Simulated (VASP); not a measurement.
# Zn5S (P4/mmm) in VASP: relaxation of cell and atoms with PBE

Aim: the relaxation of cell and atoms of Zn5S with PBE.

Program: VASP 6.6.1. These are calculated values, not measurements. Logs are shortened: lines on timing, memory, paths and dates and some standing lists are left out, and cuts for length are marked.

## 1. The cell of the first run

The structure is tetragonal, space group P4/mmm (No. 123). The conventional cell has a = 5.486 Å, b = 5.486 Å, c = 9.247 Å, α = 90.00°, β = 90.00°, γ = 90.00°. Within 3.0 Å of Zn (site symmetry 4mm) lie 1 S at 2.28 Å and 1 Zn at 2.34 Å. Within 3.6 Å of Zn (site symmetry mmm) lie 2 S at 2.74 Å and 4 Zn at 3.57 Å. Zn (site symmetry 4/mmm) has 2 Zn at 2.34 Å within 3.1 Å. S (site symmetry 4/mmm) has 6 Zn at 2.28 to 2.74 Å within 3.0 Å.

The cell was generated, and may not be a known phase.

## 2. Relaxation of cell and atoms, PBE

INCAR

```
PREC = Accurate ; ENCUT = 600
EDIFF = 1E-7 ; ISMEAR = 0
SIGMA = 0.1 ; LREAL = False
LASPH = True ; NELM = 60
ALGO = Normal ; ISIF = 3
LWAVE = False ; LCHARG = False
GGA = PE ; IBRION = 2
NSW = 100 ; EDIFFG = -0.01
LUSENCCL = False
```

KPOINTS

```
Automatic mesh
0
Gamma
  8 8 4
```

POSCAR

```
Zn5S
1.0
    5.4863214382      0.0000000000      0.0000000000
    0.0000000000      5.4863214382      0.0000000000
    0.0000000000      0.0000000000      9.2465788162
Zn S
5 1
Direct
    0.5000000000      0.5000000000      0.7468696174
    0.5000000000      0.5000000000      0.2531303826
    0.0000000000      0.5000000000      0.5000000000
    0.5000000000      0.0000000000      0.5000000000
    0.5000000000      0.5000000000      0.0000000000
    0.5000000000      0.5000000000      0.5000000000
```

Potentials or basis: VASP PAW PBE potentials, release 64 (Zn, S).

The run is started by

```sh
cat potpaw_PBE.64/Zn/POTCAR potpaw_PBE.64/S/POTCAR > POTCAR
mpirun -np 1 vasp_std > vasp.out
```

OUTCAR:

```text
PREC = Accurate
   ENCUT = 600
   EDIFF = 1E-7
   ISMEAR = 0
   LREAL = False
   LASPH = True
   NELM = 60
   ISIF = 3
   GGA = PE
   IBRION = 2
   NSW = 100
   EDIFFG = -0.01

 ion  position               nearest neighbor table
   1  0.500  0.500  0.747-   6 2.28   5 2.34
   2  0.500  0.500  0.253-   6 2.28   5 2.34
   3  0.000  0.500  0.500-   6 2.74   6 2.74
   4  0.500  0.000  0.500-   6 2.74   6 2.74
   5  0.500  0.500  0.000-   1 2.34   2 2.34
   6  0.500  0.500  0.500-   1 2.28   2 2.28   3 2.74   4 2.74   4 2.74   3 2.74

  LATTYP: Found a simple tetragonal cell.
 ALAT       =     5.4863214382
 C/A-ratio  =     1.6853877266

  Lattice vectors:

 A1 = (   5.4863214382,   0.0000000000,   0.0000000000)
 A2 = (   0.0000000000,   5.4863214382,   0.0000000000)
 A3 = (   0.0000000000,   0.0000000000,   9.2465788162)

Analysis of symmetry for initial positions (statically):
=====================================================================
 Subroutine PRICEL returns:
 Original cell was already a primitive cell.

 Routine SETGRP: Setting up the symmetry group for a
 simple tetragonal supercell.

 Subroutine GETGRP returns: Found 16 space group operations
 (whereof 16 operations were pure point group operations)
 out of a pool of 16 trial point group operations.

The static configuration has the point symmetry D_4h.

Analysis of symmetry for dynamics (positions and initial velocities):
=====================================================================
 Subroutine PRICEL returns:
 Original cell was already a primitive cell.

 Routine SETGRP: Setting up the symmetry group for a
 simple tetragonal supercell.

 Subroutine GETGRP returns: Found 16 space group operations
 (whereof 16 operations were pure point group operations)
 out of a pool of 16 trial point group operations.

The dynamic configuration has the point symmetry D_4h.

 Subroutine INISYM returns: Found 16 space group operations
 (whereof 16 operations are pure point group operations),
 and found     1 'primitive' translations

----------------------------------------------------------------------------------------

                                     Primitive cell

  volume of cell :     278.3195

  direct lattice vectors                    reciprocal lattice vectors
     5.486321438  0.000000000  0.000000000     0.182271493  0.000000000  0.000000000
     0.000000000  5.486321438  0.000000000     0.000000000  0.182271493  0.000000000
     0.000000000  0.000000000  9.246578816     0.000000000  0.000000000  0.108148108

  length of vectors
     5.486321438  5.486321438  9.246578816     0.182271493  0.182271493  0.108148108

  position of ions in fractional coordinates (direct lattice)
     0.500000000  0.500000000  0.746869617
     0.500000000  0.500000000  0.253130383
     0.000000000  0.500000000  0.500000000
     0.500000000  0.000000000  0.500000000
     0.500000000  0.500000000  0.000000000
     0.500000000  0.500000000  0.500000000

  ion indices of the primitive-cell ions
   primitive index   ion index
                 1           1
                 2           2
                 3           3
                 4           4
                 5           5
                 6           6

----------------------------------------------------------------------------------------

 KPOINTS: Automatic mesh

Automatic generation of k-mesh.
 Grid dimensions read from file:
 generate k-points for:    8    8    4

 Generating k-lattice:

  Cartesian coordinates                     Fractional coordinates (reciprocal lattice)
     0.022783937  0.000000000  0.000000000     0.125000000  0.000000000  0.000000000
     0.000000000  0.022783937  0.000000000     0.000000000  0.125000000  0.000000000
     0.000000000  0.000000000  0.027037027     0.000000000  0.000000000  0.250000000

  Length of vectors
     0.022783937  0.022783937  0.027037027

  Shift w.r.t. Gamma in fractional coordinates (k-lattice)
     0.000000000  0.000000000  0.000000000

 Subroutine IBZKPT returns following result:
 ===========================================

 Found     45 irreducible k-points:

 Following reciprocal coordinates:
            Coordinates               Weight
  0.000000  0.000000  0.000000      1.000000
  0.125000  0.000000  0.000000      4.000000
  0.250000  0.000000  0.000000      4.000000
  0.375000  0.000000  0.000000      4.000000
  0.500000  0.000000  0.000000      2.000000
  0.125000  0.125000  0.000000      4.000000
[... 16 lines left out ...]
  0.375000  0.125000  0.250000     16.000000
  0.500000  0.125000  0.250000      8.000000
 [... further k-points ...]
   k-points           NKPTS =     45   k-points in BZ     NKDIM =     45   number of bands    NBANDS=     39
   number of dos      NEDOS =    301   number of ions     NIONS =      6
   total plane-waves  NPLWV = 184320
   dimension x,y,z NGX =    48 NGY =   48 NGZ =   80
   dimension x,y,z NGXF=    96 NGYF=   96 NGZF=  160
   ions per type =               5   1
   NGX,Y,Z   is equivalent  to a cutoff of  14.54, 14.54, 14.38 a.u.
   NGXF,Y,Z  is equivalent  to a cutoff of  29.09, 29.09, 28.77 a.u.
 SYSTEM =  unknown system
   PREC   = accura    normal or accurate (medium, high low for compatibility)
   ISTART =      0    job   : 0-new  1-cont  2-samecut
   ICHARG =      2    charge: 1-file 2-atom 10-const
   ISPIN  =      1    spin polarized calculation?
   LNONCOLLINEAR =      F non collinear calculations
   LSORBIT =      F    spin-orbit coupling
   LASPH  =      T    aspherical Exc in radial PAW
   ENCUT  =  600.0 eV  44.10 Ry    6.64 a.u.  10.96 10.96 18.47*2*pi/ulx,y,z
   NELM   =     60;   NELMIN=  2; NELMDL= -5     # of ELM steps
   EDIFF  = 0.1E-06   stopping-criterion for ELM
   LREAL  =      F    real-space projection
   EDIFFG = -.1E-01   stopping-criterion for IOM
   NSW    =    100    number of steps for IOM
   IBRION =      2    ionic relax: 0-MD 1-quasi-New 2-CG
   NFREE  =      1    steps in history (QN), initial steepest desc. (CG)
   ISIF   =      3    stress and relaxation
   ISYM   =      2    0-nonsym 1-usesym 2-fastsym
   POTIM  = 0.5000    time-step for ionic-motion
   TEBEG  =    0.0;   TEEND  =   0.0 temperature during run
   PSTRESS=    0.0 pullay stress
   NELECT =      66.0000    total number of electrons
   NUPDOWN=      -1.0000    fix difference up-down
   EMIN   =  10.00;   EMAX   =-10.00  energy-range for DOS
   EFERMI =   0.00;   METHOD = LEGACY
   ISMEAR =     0;   SIGMA  =   0.10  broadening in eV -4-tet -1-fermi 0-gaus
   EFERMI_NEDOS =   21; number of points for ismear=-14 and -15
   IALGO  =     38    algorithm
   IMIX   =      4    mixing-type and parameters
     AMIX     =   0.40;   BMIX     =  1.00
     AMIX_MAG =   1.60;   BMIX_MAG =  1.00
  volume/ion in A,a.u.               =      46.39       313.03
  Fermi-wavevector in a.u.,A,eV,Ry     =   1.013308  1.914875 13.970378  1.026794
  Thomas-Fermi vector in A             =   2.146469
   LORBIT       =      0    0 simple, 1 ext, 2 COOP (PROOUT), +10 PAW based schemes
   GGA     = PE    functional components
   LHFCALC =     F    Hartree Fock is set to
   AEXX    =    0.0000 exact exchange contribution
   IVDW    =     0    specifies the selected vdW correction
   LEPSILON=     F    determine dielectric tensor
   LRPA    =     F    only Hartree local field effects (RPA)
 conjugate gradient relaxation of ions
 non-spin polarized calculation
 Gauss-broadening in eV      SIGMA  =   0.10
  energy-cutoff  :      600.00
  volume of cell :      278.32
 maximum number of plane-waves:      9320
 NGX is ok and might be reduce to    48
   NGX = 21   NGY = 21   NGZ = 37

--------------------------------------- Ionic step        1  -------------------------------------------

 number of electron      65.9999959 magnetization

 Free energy of the ion-electron system (eV)
  ---------------------------------------------------
  ext. energy  EPLUGINS =         0.00000000
  ---------------------------------------------------
  free energy    TOTEN  =        -5.44251388 eV

  energy without entropy =       -5.41715663  energy(sigma->0) =       -5.42983525

------------------------ aborting loop because EDIFF is reached ----------------------------------------

  FORCE on cell =-STRESS in cart. coord.  units (eV):
  Direction    XX          YY          ZZ          XY          YZ          ZX
  --------------------------------------------------------------------------------------
  -------------------------------------------------------------------------------------
  Total        0.2510552      0.2510552      0.2716001      0.0000000     -0.0000000      0.0000000
  in kB        1.4452276      1.4452276      1.5634968      0.0000000     -0.0000000      0.0000000
  external PRESSURE =       1.4846507 kB  Pullay stress =       0.0000000 kB
[... 101 lines left out ...]
  FREE ENERGIE OF THE ION-ELECTRON SYSTEM (eV)
  ---------------------------------------------------
  free  energy   TOTEN  =        -5.4443580819 eV

  energy  without entropy=       -5.4192633475  energy(sigma->0) =       -5.43181071

[... ionic steps 4 to 29 ...]

--------------------------------------- Ionic step       30  -------------------------------------------

 number of electron      66.0000057 magnetization

------------------------ aborting loop because EDIFF is reached ----------------------------------------

  FORCE on cell =-STRESS in cart. coord.  units (eV):
  Direction    XX          YY          ZZ          XY          YZ          ZX
  --------------------------------------------------------------------------------------
  -------------------------------------------------------------------------------------
  Total       -0.0549537     -0.0549537      0.2260508      0.0000000      0.0000000      0.0000000
  in kB       -0.1538539     -0.1538539      0.6328740      0.0000000      0.0000000      0.0000000
  external PRESSURE =       0.1083888 kB  Pullay stress =       0.0000000 kB
[... 65 lines left out ...]
  energy  without entropy=       -6.1182620947  energy(sigma->0) =       -6.11826209

--------------------------------------- Ionic step       32  -------------------------------------------

 number of electron      65.9999962 magnetization

 Free energy of the ion-electron system (eV)
  ---------------------------------------------------
  ext. energy  EPLUGINS =         0.00000000
  ---------------------------------------------------
  free energy    TOTEN  =        -6.11855609 eV

  energy without entropy =       -6.11855609  energy(sigma->0) =       -6.11855609

 E-fermi :  -3.1476     XC(G=0):  -3.7964

 val. band max:       -3.5913893542   @ k =   0.5000   0.5000   0.5000
 cond. band min:      -1.7737265076   @ k =   0.5000   0.0000   0.5000
 fundamental gap:      1.8176628466
 Fermi energy:        -3.1476479442

 k-point     1 :       0.0000    0.0000    0.0000
  band No.  band energies     occupation
      1     -15.1349      2.00000
      2     -10.6220      2.00000
      3     -10.5721      2.00000
      4     -10.3685      2.00000
      5     -10.3685      2.00000
      6     -10.2344      2.00000
[... 997 lines left out ...]
     38       0.1814      0.00000
     39       0.2185      0.00000

 [... further k-points ...]

------------------------ aborting loop because EDIFF is reached ----------------------------------------

  FORCE on cell =-STRESS in cart. coord.  units (eV):
  Direction    XX          YY          ZZ          XY          YZ          ZX
  --------------------------------------------------------------------------------------
  -------------------------------------------------------------------------------------
  Total       -0.0207505     -0.0207505      0.0480396      0.0000000      0.0000000      0.0000000
  in kB       -0.0584530     -0.0584530      0.1353246      0.0000000      0.0000000      0.0000000
  external PRESSURE =       0.0061395 kB  Pullay stress =       0.0000000 kB
[... 21 lines left out ...]
  FREE ENERGIE OF THE ION-ELECTRON SYSTEM (eV)
  ---------------------------------------------------
  free  energy   TOTEN  =        -6.1185560915 eV

  energy  without entropy=       -6.1185560914  energy(sigma->0) =       -6.11855609

 reached required accuracy - stopping structural energy minimisation
```

Run time: 25 min. Hardware: 1 × NVIDIA H100 80GB with 1 thread of AMD EPYC 7R13 (Zen 3), shared host; peak memory 1.7 GiB.

Results:

| Quantity | Value |
| --- | --- |
| Free energy | -6.1186 eV |
| Relaxed volume | 94.79 Å³/atom |
| Relaxed cell | a = 7.915 Å, b = 7.915 Å, c = 9.078 Å, α = 90.00°, β = 90.00°, γ = 90.00° |
| Space group after relaxing (to 0.1 Å) | P4/mmm (No. 123) |
| Energy gained by relaxing | 112.7 meV/atom |
| Ionic steps | 32 |
| Pressure after relaxing | 0.0 GPa |
| Band gap on the k mesh | 1.82 eV |

Forces on the atoms (eV/Å):
```
Zn   0.000  0.000  0.002
Zn   0.000  0.000 -0.002
Zn   0.000  0.000  0.000
Zn   0.000  0.000  0.000
Zn   0.000  0.000  0.000
S    0.000  0.000  0.000
```

Step by step:
```
step  energy change (eV)  largest force (eV/Å)  pressure (GPa)  volume (Å³)
   1              0.0000                0.0266            0.15       278.32
   2             -0.0013                0.0188            0.08       280.05
   3             -0.0018                0.0102            0.01       282.22
   4             -0.0027                0.0112            0.01       283.06
   5             -0.0053                0.0144            0.01       285.58
   6             -0.0118                0.0223            0.02       290.66
   7             -0.0295                0.0393            0.04       300.94
   8             -0.0850                0.0688            0.08       322.02
   9             -0.2701                0.1331            0.19       366.25
  10             -0.5702                0.7471            0.01       462.96
  11             -0.5707                0.9365            0.03       478.57
  12             -0.5718                0.9457            0.03       480.43
  13             -0.5747                0.9730            0.03       486.05
  14             -0.5790                1.0282            0.03       497.36
  15             -0.5811                1.1417            0.04       520.35
  16             -0.5884                1.0920            0.03       522.94
  17             -0.6081                0.9452            0.00       530.73
  18             -0.6392                0.6536           -0.05       546.48
  19             -0.6683                0.0911           -0.14       578.62
  20             -0.6685                0.0363           -0.15       581.83
  21             -0.6728                0.0417           -0.09       580.98
  22             -0.6746                0.0460           -0.03       580.11
  23             -0.6746                0.0464           -0.03       580.00
  24             -0.6748                0.0309           -0.03       579.50
  25             -0.6751                0.0158           -0.03       577.99
  26             -0.6749                0.1086           -0.03       574.99
  27             -0.6752                0.0468           -0.03       576.99
  28             -0.6753                0.0407           -0.02       575.89
  29             -0.6756                0.0265            0.00       573.35
  30             -0.6756                0.0204            0.01       572.27
  31             -0.6757                0.0147            0.01       571.39
  32             -0.6760                0.0021            0.00       568.77
```

Final structure:
```
CELL_PARAMETERS angstrom
7.91523 0.00000 0.00000
0.00000 7.91523 0.00000
0.00000 0.00000 9.07834
ATOMIC_POSITIONS crystal
Zn 0.50000 0.50000 0.73735
Zn 0.50000 0.50000 0.26265
Zn 0.00000 0.50000 0.50000
Zn 0.50000 0.00000 0.50000
Zn 0.50000 0.50000 0.00000
S 0.50000 0.50000 0.50000
```

Levels at points of the mesh, in eV from the valence-band top:
```csv
k point,band 30,band 31,band 32,band 33,band 34,band 35,band 36,band 37
"(0.00, 0.00, 0.00)",-0.93,-0.83,-0.57,-0.28,2.29,2.48,2.48,3.56
"(0.50, 0.00, 0.00)",-0.93,-0.69,-0.27,-0.01,2.23,2.32,2.51,2.95
"(0.50, 0.50, 0.00)",-1.37,-0.27,-0.01,-0.01,2.14,2.36,2.36,2.99
"(0.00, 0.00, 0.50)",-0.90,-0.90,-0.74,-0.56,2.10,2.10,3.35,3.99
"(0.50, 0.00, 0.50)",-1.36,-0.89,-0.65,0.00,1.82,2.11,3.71,3.93
"(0.50, 0.50, 0.50)",-1.35,-1.35,0.00,0.00,1.85,1.85,3.29,3.85
```

Caveat: the volume moved by over 15 % at a fixed basis, so the end points are rough.
